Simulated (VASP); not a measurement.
# Pt (R-3m) in VASP: notebook

Runs on Pt. Level: PBEsol. Tasks: single point.

All numbers are computed with VASP 6.6.1; they aren't measurements. Logs are shortened: lines on timing, memory, paths and dates and some standing lists are left out, and cuts for length are marked.

## Step 1: The cell of the first run

It takes space group R-3m (No. 166, trigonal). Conventional cell: a = 5.309 Å, b = 5.309 Å, c = 1.793 Å, α = 90.00°, β = 90.00°, γ = 120.00°. Within 2.4 Å of Pt (site symmetry -3m) lie 2 Pt at 1.79 Å.

## Step 2: Single point, PBEsol (14.59 Å³/atom)

Input file INCAR:

```
ALGO = Normal ; EDIFF = 1E-6
ENCUT = 570 ; GGA = PS
GGA_COMPAT = F ; ISIF = 2
ISMEAR = 0 ; LASPH = T
LCHARG = T ; LELF = T
LREAL = F ; LVHAR = T
LWAVE = F ; NBANDS = 15
NELM = 120 ; PREC = Accurate
SIGMA = 0.15
```

Input file KPOINTS:

```
k-points
0
Gamma
  22 22 22
```

Input file POSCAR:

```
Pt
1.0
   -2.1577551346      1.5964947733      1.5964947733
    1.5964947733     -2.1577551346      1.5964947733
    1.5964947733      1.5964947733     -2.1577551346
Pt
1
Direct
    0.0000000000      0.0000000000      0.0000000000
```

Potentials or basis: VASP PAW PBE potentials, release 64 (Pt_sv_GW).

Launch:

```sh
cat potpaw_PBE.64/Pt_sv_GW/POTCAR > POTCAR
mpirun -np 1 vasp_std > vasp.out
```

OUTCAR:

```text
EDIFF = 1E-6
   ENCUT = 570
   GGA = PS
   ISIF = 2
   ISMEAR = 0
   LASPH = T
   LREAL = F
   NELM = 120
   PREC = Accurate

 ion  position               nearest neighbor table
   1  0.000  0.000  0.000-

  LATTYP: Found a trigonal (rhomboedric) cell.
 ALAT       =     3.1230591322
 COS(alpha) =    -0.4450602107

  Lattice vectors:

 A1 = (  -2.1577551346,   1.5964947733,   1.5964947733)
 A2 = (   1.5964947733,  -2.1577551346,   1.5964947733)
 A3 = (   1.5964947733,   1.5964947733,  -2.1577551346)

Analysis of symmetry for initial positions (statically):
=====================================================================
 Subroutine PRICEL returns:
 Original cell was already a primitive cell.

 Routine SETGRP: Setting up the symmetry group for a
 trigonal (rhombohedral) supercell.

 Subroutine GETGRP returns: Found 12 space group operations
 (whereof 12 operations were pure point group operations)
 out of a pool of 12 trial point group operations.

The static configuration has the point symmetry D_3d.

Analysis of symmetry for dynamics (positions and initial velocities):
=====================================================================
 Subroutine PRICEL returns:
 Original cell was already a primitive cell.

 Routine SETGRP: Setting up the symmetry group for a
 trigonal (rhombohedral) supercell.

 Subroutine GETGRP returns: Found 12 space group operations
 (whereof 12 operations were pure point group operations)
 out of a pool of 12 trial point group operations.

The dynamic configuration has the point symmetry D_3d.

 Subroutine INISYM returns: Found 12 space group operations
 (whereof 12 operations are pure point group operations),
 and found     1 'primitive' translations

----------------------------------------------------------------------------------------

                                     Primitive cell

  volume of cell :      14.5910

  direct lattice vectors                    reciprocal lattice vectors
    -2.157755135  1.596494773  1.596494773     0.144411737  0.410776530  0.410776530
     1.596494773 -2.157755135  1.596494773     0.410776530  0.144411737  0.410776530
     1.596494773  1.596494773 -2.157755135     0.410776530  0.410776530  0.144411737

  length of vectors
     3.123059132  3.123059132  3.123059132     0.598606269  0.598606269  0.598606269

  position of ions in fractional coordinates (direct lattice)
     0.000000000  0.000000000  0.000000000

  ion indices of the primitive-cell ions
   primitive index   ion index
                 1           1

----------------------------------------------------------------------------------------

 KPOINTS: k-points

Automatic generation of k-mesh.
 Grid dimensions read from file:
 generate k-points for:   22   22   22

 Generating k-lattice:

  Cartesian coordinates                     Fractional coordinates (reciprocal lattice)
     0.006564170  0.018671660  0.018671660     0.045454545 -0.000000000 -0.000000000
     0.018671660  0.006564170  0.018671660    -0.000000000  0.045454545 -0.000000000
     0.018671660  0.018671660  0.006564170    -0.000000000 -0.000000000  0.045454545

  Length of vectors
     0.027209376  0.027209376  0.027209376

  Shift w.r.t. Gamma in fractional coordinates (k-lattice)
     0.000000000  0.000000000  0.000000000

 Subroutine IBZKPT returns following result:
 ===========================================

 Found   1024 irreducible k-points:

 Following reciprocal coordinates:
            Coordinates               Weight
  0.000000  0.000000  0.000000      1.000000
  0.045455  0.000000  0.000000      6.000000
  0.090909  0.000000  0.000000      6.000000
  0.136364  0.000000 -0.000000      6.000000
  0.181818 -0.000000 -0.000000      6.000000
  0.227273 -0.000000  0.000000      6.000000
[... 16 lines left out ...]
  0.500000  0.045455 -0.000000     12.000000
 -0.454545  0.045455 -0.000000     12.000000
 [... further k-points ...]
   k-points           NKPTS =   1024   k-points in BZ     NKDIM =   1024   number of bands    NBANDS=     15
   number of dos      NEDOS =    301   number of ions     NIONS =      1
   total plane-waves  NPLWV =  13824
   dimension x,y,z NGX =    24 NGY =   24 NGZ =   24
   dimension x,y,z NGXF=    48 NGYF=   48 NGZF=   48
   ions per type =               1
   NGX,Y,Z   is equivalent  to a cutoff of  12.78, 12.78, 12.78 a.u.
   NGXF,Y,Z  is equivalent  to a cutoff of  25.55, 25.55, 25.55 a.u.
 SYSTEM =  unknown system
   PREC   = accura    normal or accurate (medium, high low for compatibility)
   ISTART =      0    job   : 0-new  1-cont  2-samecut
   ICHARG =      2    charge: 1-file 2-atom 10-const
   ISPIN  =      1    spin polarized calculation?
   LNONCOLLINEAR =      F non collinear calculations
   LSORBIT =      F    spin-orbit coupling
   LASPH  =      T    aspherical Exc in radial PAW
   ENCUT  =  570.0 eV  41.89 Ry    6.47 a.u.   6.08  6.08  6.08*2*pi/ulx,y,z
   NELM   =    120;   NELMIN=  2; NELMDL= -5     # of ELM steps
   EDIFF  = 0.1E-05   stopping-criterion for ELM
   LREAL  =      F    real-space projection
   EDIFFG = 0.1E-04   stopping-criterion for IOM
   NSW    =      0    number of steps for IOM
   IBRION =     -1    ionic relax: 0-MD 1-quasi-New 2-CG
   NFREE  =      0    steps in history (QN), initial steepest desc. (CG)
   ISIF   =      2    stress and relaxation
   ISYM   =      2    0-nonsym 1-usesym 2-fastsym
   POTIM  = 0.5000    time-step for ionic-motion
   TEBEG  =    0.0;   TEEND  =   0.0 temperature during run
   PSTRESS=    0.0 pullay stress
   NELECT =      18.0000    total number of electrons
   NUPDOWN=      -1.0000    fix difference up-down
   EMIN   =  10.00;   EMAX   =-10.00  energy-range for DOS
   EFERMI =   0.00;   METHOD = LEGACY
   ISMEAR =     0;   SIGMA  =   0.15  broadening in eV -4-tet -1-fermi 0-gaus
   EFERMI_NEDOS =   21; number of points for ismear=-14 and -15
   IALGO  =     38    algorithm
   IMIX   =      4    mixing-type and parameters
     AMIX     =   0.40;   BMIX     =  1.00
     AMIX_MAG =   1.60;   BMIX_MAG =  1.00
  volume/ion in A,a.u.               =      14.59        98.46
  Fermi-wavevector in a.u.,A,eV,Ry     =   1.755782  3.317947 41.943649  3.082771
  Thomas-Fermi vector in A             =   2.825460
   LORBIT       =      0    0 simple, 1 ext, 2 COOP (PROOUT), +10 PAW based schemes
   GGA     = PS    functional components
   LHFCALC =     F    Hartree Fock is set to
   AEXX    =    0.0000 exact exchange contribution
   IVDW    =     0    specifies the selected vdW correction
   LEPSILON=     F    determine dielectric tensor
   LRPA    =     F    only Hartree local field effects (RPA)
 non-spin polarized calculation
 Gauss-broadening in eV      SIGMA  =   0.15
  energy-cutoff  :      570.00
  volume of cell :       14.59
 maximum number of plane-waves:       465
   NGX = 13   NGY = 13   NGZ = 13

 number of electron      18.0000000 magnetization

 Free energy of the ion-electron system (eV)
  ---------------------------------------------------
  ext. energy  EPLUGINS =         0.00000000
  ---------------------------------------------------
  free energy    TOTEN  =         3.67416547 eV

  energy without entropy =        3.67991440  energy(sigma->0) =        3.67703993

 E-fermi :  12.3674     XC(G=0): -14.0540

 val. band max:       12.3671274746   @ k =  -0.3636  -0.3636   0.0909
 cond. band min:      12.3700616185   @ k =  -0.4091   0.4545   0.3182
 fundamental gap:      0.0029341439
 Fermi energy:        12.3673982161

 k-point     1 :       0.0000    0.0000    0.0000
  band No.  band energies     occupation
      1     -90.0425      2.00000
      2     -43.2586      2.00000
      3     -43.2586      2.00000
      4     -39.4569      2.00000
      5      -3.0695      2.00000
      6       1.2183      2.00000
      7       5.3068      2.00000
      8       5.3068      2.00000
      9      15.8117      0.00000
     10      15.8117      0.00000
     11      22.3247      0.00000
     12      25.8626      0.00000
     13      25.8626      0.00000
     14      34.0966      0.00000
     15      34.0966      0.00000

 k-point     2 :       0.0455    0.0000    0.0000
  band No.  band energies     occupation
      1     -90.0078      2.00000
      2     -43.2286      2.00000
      3     -43.2281      2.00000
      4     -39.7647      2.00000
      5      -2.5834      2.00000
      6       1.3614      2.00000
      7       5.3641      2.00000
      8       5.3875      2.00000
      9      14.9985      0.00000
     10      15.0164      0.00000
     11      22.4498      0.00000
     12      26.4995      0.00000
     13      26.5624      0.00000
     14      34.1163      0.00000
     15      34.1396      0.00000

 k-point     3 :       0.0909    0.0000    0.0000
  band No.  band energies     occupation
      1     -89.9026      2.00000
      2     -43.1402      2.00000
      3     -43.1371      2.00000
      4     -40.6238      2.00000
      5      -1.2263      2.00000
      6       1.8245      2.00000
      7       5.5345      2.00000
      8       5.6271      2.00000
      9      13.1012      0.00000
     10      13.1559      0.00000
     11      22.8182      0.00000
     12      27.7341      0.00000
     13      28.0568      0.00000
     14      34.2279      0.00000
     15      34.3453      0.00000

 k-point     4 :       0.1364    0.0000   -0.0000
  band No.  band energies     occupation
      1     -89.7334      2.00000
      2     -42.9988      2.00000
      3     -42.9926      2.00000
      4     -41.8873      2.00000
      5       0.6173      2.00000
      6       2.8175      2.00000
      7       5.8124      2.00000
      8       6.0172      2.00000
      9      10.8358      2.00000
     10      10.9216      2.00000
     11      23.4088      0.00000
     12      28.6201      0.00000
     13      29.4487      0.00000
     14      34.4332      0.00000
     15      34.8912      0.00000
[... 307 lines left out ...]
 k-point    22 :       0.4545    0.0455   -0.0000
  band No.  band energies     occupation
      1     -87.9978      2.00000
      2     -50.5616      2.00000
      3     -41.6210      2.00000
      4     -41.5889      2.00000
      5      -0.8104      2.00000
      6      -0.3123      2.00000
      7       9.5594      2.00000
      8      10.1882      2.00000
      9      12.4726      0.32122
     10      16.6699      0.00000
     11      24.5224      0.00000
     12      28.3556      0.00000
     13      29.5882      0.00000
     14      33.7134      0.00000
     15      34.0649      0.00000

 k-point    23 :       0.5000    0.0455   -0.0000
  band No.  band energies     occupation
      1     -88.0459      2.00000
      2     -50.3803      2.00000
      3     -41.6604      2.00000
      4     -41.6269      2.00000
      5      -0.6286      2.00000
      6      -0.1089      2.00000
      7       9.3972      2.00000
      8      10.0284      2.00000
      9      12.2945      1.50786
     10      16.7379      0.00000
     11      24.5409      0.00000
     12      27.9927      0.00000
     13      29.5095      0.00000
     14      33.3234      0.00000
     15      34.1516      0.00000

 k-point    24 :      -0.4545    0.0455   -0.0000
  band No.  band energies     occupation
      1     -88.1844      2.00000
      2     -49.8451      2.00000
      3     -41.7693      2.00000
      4     -41.7355      2.00000
      5      -0.0500      2.00000
      6       0.4942      2.00000
      7       8.9786      2.00000
      8       9.4359      2.00000
      9      11.1352      2.00000
     10      17.2989      0.00000
     11      24.8556      0.00000
     12      27.8107      0.00000
     13      28.6705      0.00000
     14      33.5032      0.00000
     15      34.0719      0.00000

 [... further k-points ...]

------------------------ aborting loop because EDIFF is reached ----------------------------------------

  FORCE on cell =-STRESS in cart. coord.  units (eV):
  Direction    XX          YY          ZZ          XY          YZ          ZX
  --------------------------------------------------------------------------------------
  -------------------------------------------------------------------------------------
  Total       29.7737653     29.7737653     29.7737653     27.7543122     27.7543122     27.7543122
  in kB     3269.3339592   3269.3339592   3269.3339592   3047.5861668   3047.5861668   3047.5861668
  external PRESSURE =    3269.3339592 kB  Pullay stress =       0.0000000 kB

 VOLUME and BASIS-vectors are now :
 -----------------------------------------------------------------------------
  energy-cutoff  :      570.00
  volume of cell :       14.59
      direct lattice vectors                 reciprocal lattice vectors
    -2.157755135  1.596494773  1.596494773     0.144411737  0.410776530  0.410776530
     1.596494773 -2.157755135  1.596494773     0.410776530  0.144411737  0.410776530
     1.596494773  1.596494773 -2.157755135     0.410776530  0.410776530  0.144411737

 POSITION                                       TOTAL-FORCE (eV/Angst)
 -----------------------------------------------------------------------------------
      0.00000      0.00000      0.00000         0.000000      0.000000      0.000000
 -----------------------------------------------------------------------------------
    total drift:                               -0.000000      0.000000     -0.000000

  FREE ENERGIE OF THE ION-ELECTRON SYSTEM (eV)
  ---------------------------------------------------
  free  energy   TOTEN  =         3.6741654740 eV

  energy  without entropy=        3.6799143953  energy(sigma->0) =        3.67703993
```

Run time: 2 min. Hardware: 1 thread of Intel Xeon Platinum 8488C (Sapphire Rapids), shared host; peak memory 0.37 GiB.

Results:

| Quantity | Value |
| --- | --- |
| Free energy | 3.6742 eV |
| Pressure | 326.9 GPa |
| Band gap on the k mesh | zero (bands 9 and 10 overlap by 7.93 eV) |

Levels at points of the mesh, in eV from the Fermi level:
```tsv
k point	band 7	band 8	band 9	band 10	band 11	band 12
(0.00, 0.00, 0.00)	-7.06	-7.06	3.44	3.44	9.96	13.50
(0.50, 0.00, 0.00)	-2.82	-2.18	0.23	4.09	12.13	16.58
(0.50, 0.50, 0.00)	-4.63	-3.30	-1.53	3.48	3.60	7.09
(0.50, 0.50, 0.50)	-2.06	-2.06	2.77	9.14	9.14	11.13
```

Caveat: atoms lie so close that the PAW spheres overlap strongly, which falsifies energies and pressures; the cell stands under pressure; the PAW data sets were made with another functional, which shifts forces and pressure a little; spin-orbit coupling is left out, which moves the levels of the heavy elements.

(Continued in part 2 of 2.)
